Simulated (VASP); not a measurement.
A run of VASP 6.6.1 is set up as follows.

INCAR

```
SYSTEM = Si7O16
PREC = Accurate
ENCUT = 520
EDIFF = 1E-6
ISMEAR = 0
SIGMA = 0.02
LREAL = Auto
LASPH = .TRUE.
NELM = 80
ALGO = Normal
ISIF = 2
LWAVE = .FALSE.
LCHARG = .FALSE.
GGA = PE
NBANDS = 79
```

The input KPOINTS:

```
Automatic mesh
0
G
  2 2 2
  0 0 0
```

POSCAR

```
Si7O16
1.0
   -4.1501000000     -4.1501000000      0.0000000000
    4.1501000000     -4.1501000000      0.0000000000
    0.0000000000      0.0000000000      5.3150000000
Si O
7 16
Direct
    0.5000000000      0.5000000000      0.0000000000
    0.0000000000      0.5000000000      0.2525477454
    0.5000000000      0.5000000000      0.5000000000
    0.0000000000      0.5000000000      0.7474522546
    0.5000000000      0.0000000000      0.2494824866
    0.0000000000      0.0000000000      0.0000000000
    0.5000000000      0.0000000000      0.7505175134
    0.1986239780      0.5000000000      0.0000000000
    0.0000000000      0.2060228063      0.2348869538
    0.8013760220      0.5000000000      0.0000000000
    0.0000000000      0.7939771937      0.2348869538
    0.1966218955      0.5000000000      0.5000000000
    0.0000000000      0.2060228063      0.7651130462
    0.8033781045      0.5000000000      0.5000000000
    0.0000000000      0.7939771937      0.7651130462
    0.6944927469      0.0000000000      0.0000000000
    0.5000000000      0.6940847272      0.2484383174
    0.3055072531      0.0000000000      0.0000000000
    0.5000000000      0.3059152728      0.2484383174
    0.6861148232      0.0000000000      0.5000000000
    0.5000000000      0.6940847272      0.7515616826
    0.3138851768      0.0000000000      0.5000000000
    0.5000000000      0.3059152728      0.7515616826
```

Potentials or basis: VASP PAW PBE potentials, release 64 (Si, O).

Run with:

```bash
$ cat potpaw_PBE.64/Si/POTCAR potpaw_PBE.64/O/POTCAR > POTCAR
$ mpirun -np 1 vasp_std > vasp.out
```

Q: Predict the largest force.

A: 0.060 eV/Å.

Q: What does it give for the band gap on the k mesh?

A: Zero (band 62 reaches 6.68 eV, above the bottom of band 63 at 6.41 eV).

Q: Predict the pressure.

A: 16.7 GPa.

Forces in eV/Å, atoms in the order of the input:
```
Si   0.000  0.000  0.000
Si   0.000  0.000  0.021
Si   0.000  0.000  0.000
Si   0.000  0.000 -0.021
Si   0.000  0.000 -0.052
Si   0.000  0.000  0.000
Si   0.000  0.000  0.052
O   -0.006 -0.006  0.000
O   -0.005  0.005  0.012
O    0.006  0.006  0.000
O    0.005 -0.005  0.012
O   -0.006 -0.006  0.000
O   -0.005  0.005 -0.012
O    0.006  0.006  0.000
O    0.005 -0.005 -0.012
O   -0.012 -0.012  0.000
O    0.012 -0.012 -0.004
O    0.012  0.012  0.000
O   -0.012  0.012 -0.004
O   -0.042 -0.042  0.000
O    0.012 -0.012  0.004
O    0.042  0.042  0.000
O   -0.012  0.012  0.004
```

Caveat: the k points lie up to 0.59 Å⁻¹ apart.
